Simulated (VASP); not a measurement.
# Zr (Im-3m) in VASP: a series of runs, part 2 of 2

VASP 6.6.1. The steps go on from the part before.

## 4. Electric field gradients, LDA (volume scaled by 1.06)

File INCAR:

```
ALGO = Normal
EDIFF = 1E-8
ENCUT = 520
ISIF = 2
ISMEAR = -1
LASPH = True
LCHARG = False
LEFG = True
LREAL = False
LWAVE = False
NBANDS = 12
NELM = 80
PREC = Accurate
SIGMA = 0.03
```

File KPOINTS:

```
k-points
0
Gamma
  16 16 16
```

File POSCAR:

```
Zr
1.0
   -1.8454992086      1.8454992086      1.8454992086
    1.8454992086     -1.8454992086      1.8454992086
    1.8454992086      1.8454992086     -1.8454992086
Zr
1
Direct
    0.0000000000      0.0000000000      0.0000000000
```

Potentials or basis: VASP PAW LDA potentials, release 64 (Zr_sv).

Run with:

```console
cat potpaw_LDA.64/Zr_sv/POTCAR > POTCAR
mpirun -np 1 vasp_std > vasp.out
```

OUTCAR:

```text
EDIFF = 1E-8
   ENCUT = 520
   ISIF = 2
   ISMEAR = -1
   LASPH = True
   LREAL = False
   NELM = 80
   PREC = Accurate

 ion  position               nearest neighbor table
   1  0.000  0.000  0.000-

  LATTYP: Found a body centered cubic cell.
 ALAT       =     3.6909984172

  Lattice vectors:

 A1 = (  -1.8454992086,   1.8454992086,   1.8454992086)
 A2 = (   1.8454992086,  -1.8454992086,   1.8454992086)
 A3 = (   1.8454992086,   1.8454992086,  -1.8454992086)

Analysis of symmetry for initial positions (statically):
=====================================================================
 Subroutine PRICEL returns:
 Original cell was already a primitive cell.

 Routine SETGRP: Setting up the symmetry group for a
 body centered cubic supercell.

 Subroutine GETGRP returns: Found 48 space group operations
 (whereof 48 operations were pure point group operations)
 out of a pool of 48 trial point group operations.

The static configuration has the point symmetry O_h .

Analysis of symmetry for dynamics (positions and initial velocities):
=====================================================================
 Subroutine PRICEL returns:
 Original cell was already a primitive cell.

 Routine SETGRP: Setting up the symmetry group for a
 body centered cubic supercell.

 Subroutine GETGRP returns: Found 48 space group operations
 (whereof 48 operations were pure point group operations)
 out of a pool of 48 trial point group operations.

The dynamic configuration has the point symmetry O_h .

 Subroutine INISYM returns: Found 48 space group operations
 (whereof 48 operations are pure point group operations),
 and found     1 'primitive' translations

----------------------------------------------------------------------------------------

                                     Primitive cell

  volume of cell :      25.1421

  direct lattice vectors                    reciprocal lattice vectors
    -1.845499209  1.845499209  1.845499209     0.000000000  0.270929404  0.270929404
     1.845499209 -1.845499209  1.845499209     0.270929404  0.000000000  0.270929404
     1.845499209  1.845499209 -1.845499209     0.270929404  0.270929404  0.000000000

  length of vectors
     3.196498395  3.196498395  3.196498395     0.383152037  0.383152037  0.383152037

  position of ions in fractional coordinates (direct lattice)
     0.000000000  0.000000000  0.000000000

  ion indices of the primitive-cell ions
   primitive index   ion index
                 1           1

----------------------------------------------------------------------------------------

 KPOINTS: k-points

Automatic generation of k-mesh.
 Grid dimensions read from file:
 generate k-points for:   16   16   16

 Generating k-lattice:

  Cartesian coordinates                     Fractional coordinates (reciprocal lattice)
     0.000000000  0.016933088  0.016933088     0.062500000  0.000000000  0.000000000
     0.016933088  0.000000000  0.016933088     0.000000000  0.062500000  0.000000000
     0.016933088  0.016933088  0.000000000     0.000000000  0.000000000  0.062500000

  Length of vectors
[... 65 lines left out ...]
   PSTRESS=    0.0 pullay stress
   NELECT =      12.0000    total number of electrons
   NUPDOWN=      -1.0000    fix difference up-down
   EMIN   =  10.00;   EMAX   =-10.00  energy-range for DOS
   EFERMI =   0.00;   METHOD = LEGACY
   ISMEAR =    -1;   SIGMA  =   0.03  broadening in eV -4-tet -1-fermi 0-gaus
   EFERMI_NEDOS =   21; number of points for ismear=-14 and -15
   IALGO  =     38    algorithm
   IMIX   =      4    mixing-type and parameters
     AMIX     =   0.40;   BMIX     =  1.00
     AMIX_MAG =   1.60;   BMIX_MAG =  1.00
  volume/ion in A,a.u.               =      25.14       169.67
  Fermi-wavevector in a.u.,A,eV,Ry     =   1.279385  2.417688 22.270383  1.636827
  Thomas-Fermi vector in A             =   2.411874
   LORBIT       =      0    0 simple, 1 ext, 2 COOP (PROOUT), +10 PAW based schemes
   GGA     = CA    functional components
   LHFCALC =     F    Hartree Fock is set to
   AEXX    =    0.0000 exact exchange contribution
   IVDW    =     0    specifies the selected vdW correction
   LEPSILON=     F    determine dielectric tensor
   LRPA    =     F    only Hartree local field effects (RPA)
 non-spin polarized calculation
  energy-cutoff  :      520.00
  volume of cell :       25.14
 maximum number of plane-waves:       691
   NGX = 11   NGY = 11   NGZ = 11

 number of electron      12.0000000 magnetization

 Free energy of the ion-electron system (eV)
  ---------------------------------------------------
  ext. energy  EPLUGINS =         0.00000000
  ---------------------------------------------------
  free energy    TOTEN  =        -9.06730209 eV

  energy without entropy =       -9.06087112  energy(sigma->0) =       -9.06408661

 E-fermi :   7.6971     XC(G=0): -10.9454

 val. band max:        7.6676722720   @ k =   0.2500   0.0625  -0.0000
 cond. band min:       7.6974614697   @ k =   0.2500   0.2500   0.0000
 fundamental gap:      0.0297891976
 Fermi energy:         7.6971196357

 k-point     1 :       0.0000    0.0000    0.0000
  band No.  band energies     occupation
      1     -40.6934      2.00000
      2     -18.4378      2.00000
      3     -18.4378      2.00000
      4     -18.4378      2.00000
      5       2.4817      2.00000
      6       8.7217      0.00000
      7       8.7217      0.00000
      8       8.7217      0.00000
      9      11.0050      0.00000
     10      11.0050      0.00000
     11      19.8670      0.00000
     12      19.8670      0.00000
[... 331 lines left out ...]
 k-point    24 :       0.2500    0.1875    0.0000
  band No.  band energies     occupation
      1     -40.5940      2.00000
      2     -19.0382      2.00000
      3     -18.6853      2.00000
      4     -18.5030      2.00000
      5       5.5365      2.00000
      6       7.2617      2.00000
      7       7.7014      0.92907
      8      10.5424      0.00000
      9      11.5546      0.00000
     10      12.8237      0.00000
     11      17.9711      0.00000
     12      19.6265      0.00000

 [... further k-points ...]
[... 5 lines left out ...]
  --------------------------------------------------------------------------------------
  -------------------------------------------------------------------------------------
  Total       -2.0350492     -2.0350492     -2.0350492      0.0000000      0.0000000     -0.0000000
  in kB     -129.6832613   -129.6832613   -129.6832613      0.0000000      0.0000000     -0.0000000
  external PRESSURE =    -129.6832613 kB  Pullay stress =       0.0000000 kB

 VOLUME and BASIS-vectors are now :
 -----------------------------------------------------------------------------
  energy-cutoff  :      520.00
  volume of cell :       25.14
      direct lattice vectors                 reciprocal lattice vectors
    -1.845499209  1.845499209  1.845499209     0.000000000  0.270929404  0.270929404
     1.845499209 -1.845499209  1.845499209     0.270929404  0.000000000  0.270929404
     1.845499209  1.845499209 -1.845499209     0.270929404  0.270929404  0.000000000

 POSITION                                       TOTAL-FORCE (eV/Angst)
 -----------------------------------------------------------------------------------
      0.00000      0.00000      0.00000         0.000000      0.000000      0.000000
 -----------------------------------------------------------------------------------
    total drift:                                0.000000      0.000000      0.000000

  FREE ENERGIE OF THE ION-ELECTRON SYSTEM (eV)
  ---------------------------------------------------
  free  energy   TOTEN  =        -9.0673020889 eV

  energy  without entropy=       -9.0608711216  energy(sigma->0) =       -9.06408661

 Electric field gradients (V/A^2)
---------------------------------------------------------------------
 ion       V_xx      V_yy      V_zz      V_xy      V_xz      V_yz
---------------------------------------------------------------------
   1      -0.000     0.000     0.000    -0.000    -0.000    -0.000
---------------------------------------------------------------------

 Electric field gradients after diagonalization (V/A^2)
 (convention: |V_zz| > |V_xx| > |V_yy|)
----------------------------------------------------------------------
 ion       V_xx      V_yy      V_zz     asymmetry (V_yy - V_xx)/ V_zz
----------------------------------------------------------------------
   1       0.000     0.000    -0.000       0.000
----------------------------------------------------------------------

           NMR quadrupolar parameters

 Cq : quadrupolar parameter    Cq=e*Q*V_zz/h
 eta: asymmetry parameters     (V_yy - V_xx)/ V_zz
 Q  : nuclear electric quadrupole moment in mb (millibarn)
----------------------------------------------------------------------
 ion       Cq(MHz)       eta       Q (mb)
----------------------------------------------------------------------
   1      -0.000       0.000       1.000
----------------------------------------------------------------------
```

Run time: 33 s. Hardware: 1 thread of Intel Xeon Platinum 8259CL at 2.50GHz (Skylake/Cascade Lake), shared host; peak memory 0.16 GiB.

Results:

```yaml
Free_energy: -9.0673 eV
Pressure: -13.0 GPa
Band_gap_on_the_k_mesh: zero (band 6 reaches 8.72 eV, above the bottom of band 7 at 7.03 eV)
```

Caveat: without QUAD_EFG the Cq values of the log hold for a quadrupole moment of 1 mb, not for the nuclei.

## 5. Electric field gradients, LDA (volume scaled by 1.06)

File INCAR:

```
SYSTEM = Zr
PREC = Accurate
ENCUT = 520
EDIFF = 1E-8
ISMEAR = -1
SIGMA = 0.03
LREAL = .False.
LASPH = .True.
NELM = 60
ALGO = Normal
ISIF = 2
LWAVE = .False.
LCHARG = .False.
GGA = CA
LEFG = .True.
NBANDS = 12
```

File KPOINTS:

```
Automatic mesh
0
Gamma
  16 16 16
  0 0 0
```

POSCAR is that of step 4.

Potentials or basis: VASP PAW LDA potentials, release 64 (Zr_sv).

Run with:

```console
cat potpaw_LDA.64/Zr_sv/POTCAR > POTCAR
mpirun -np 1 vasp_std > vasp.out
```

OUTCAR:

```text
SYSTEM = Zr
   PREC = Accurate
   ENCUT = 520
   EDIFF = 1E-8
   ISMEAR = -1
   LREAL = .False.
   LASPH = .True.
   NELM = 60
   ISIF = 2
   GGA = CA

 ion  position               nearest neighbor table
   1  0.000  0.000  0.000-

  LATTYP: Found a body centered cubic cell.
 ALAT       =     3.6909984172

  Lattice vectors:

 A1 = (  -1.8454992086,   1.8454992086,   1.8454992086)
 A2 = (   1.8454992086,  -1.8454992086,   1.8454992086)
 A3 = (   1.8454992086,   1.8454992086,  -1.8454992086)

[... 563 lines left out ...]
    total drift:                                0.000000      0.000000      0.000000

  FREE ENERGIE OF THE ION-ELECTRON SYSTEM (eV)
  ---------------------------------------------------
  free  energy   TOTEN  =        -9.0673020889 eV

  energy  without entropy=       -9.0608711216  energy(sigma->0) =       -9.06408661

 Electric field gradients (V/A^2)
---------------------------------------------------------------------
 ion       V_xx      V_yy      V_zz      V_xy      V_xz      V_yz
---------------------------------------------------------------------
   1      -0.000     0.000     0.000    -0.000    -0.000    -0.000
---------------------------------------------------------------------

 Electric field gradients after diagonalization (V/A^2)
 (convention: |V_zz| > |V_xx| > |V_yy|)
----------------------------------------------------------------------
 ion       V_xx      V_yy      V_zz     asymmetry (V_yy - V_xx)/ V_zz
----------------------------------------------------------------------
   1       0.000     0.000    -0.000       0.000
----------------------------------------------------------------------

           NMR quadrupolar parameters

 Cq : quadrupolar parameter    Cq=e*Q*V_zz/h
 eta: asymmetry parameters     (V_yy - V_xx)/ V_zz
 Q  : nuclear electric quadrupole moment in mb (millibarn)
----------------------------------------------------------------------
 ion       Cq(MHz)       eta       Q (mb)
----------------------------------------------------------------------
   1      -0.000       0.000       1.000
----------------------------------------------------------------------
```

OSZICAR:

```text
N       E                     dE             d eps       ncg     rms          rms(c)
DAV:   1     0.856417378050E+02    0.85642E+02   -0.68010E+03  3488   0.985E+02
DAV:   2    -0.632133945427E+01   -0.91963E+02   -0.89438E+02  4048   0.267E+02
DAV:   3    -0.942411270895E+01   -0.31028E+01   -0.30399E+01  5296   0.410E+01
DAV:   4    -0.948676433454E+01   -0.62652E-01   -0.62610E-01  4016   0.576E+00
DAV:   5    -0.948839897800E+01   -0.16346E-02   -0.16346E-02  5036   0.633E-01    0.884E+00
DAV:   6    -0.913394600512E+01    0.35445E+00   -0.43865E-01  3716   0.574E+00    0.328E+00
DAV:   7    -0.906677415570E+01    0.67172E-01   -0.19194E-01  4256   0.350E+00    0.625E-01
DAV:   8    -0.906730944394E+01   -0.53529E-03   -0.10018E-02  4108   0.113E+00    0.136E-01
DAV:   9    -0.906731173257E+01   -0.22886E-05   -0.49360E-04  4616   0.201E-01    0.207E-02
DAV:  10    -0.906730237800E+01    0.93546E-05   -0.20660E-05  4080   0.408E-02    0.980E-03
DAV:  11    -0.906730207941E+01    0.29859E-06   -0.10000E-06  4100   0.836E-03    0.174E-03
DAV:  12    -0.906730209060E+01   -0.11187E-07   -0.20496E-08  4232   0.125E-03    0.254E-04
DAV:  13    -0.906730208894E+01    0.16621E-08   -0.65123E-09  2440   0.585E-04
   1 F= -.90673021E+01 E0= -.90640866E+01  d E =-.643097E-02
```

Run time: 33 s. Hardware: 1 thread of Intel Xeon Platinum 8259CL at 2.50GHz (Skylake/Cascade Lake), shared host; peak memory 0.15 GiB.

What came out:

```yaml
Free_energy: -9.0673 eV
Pressure: -13.0 GPa
Band_gap_on_the_k_mesh: zero (band 6 reaches 8.72 eV, above the bottom of band 7 at 7.03 eV)
```

Caveat: without QUAD_EFG the Cq values of the log hold for a quadrupole moment of 1 mb, not for the nuclei.
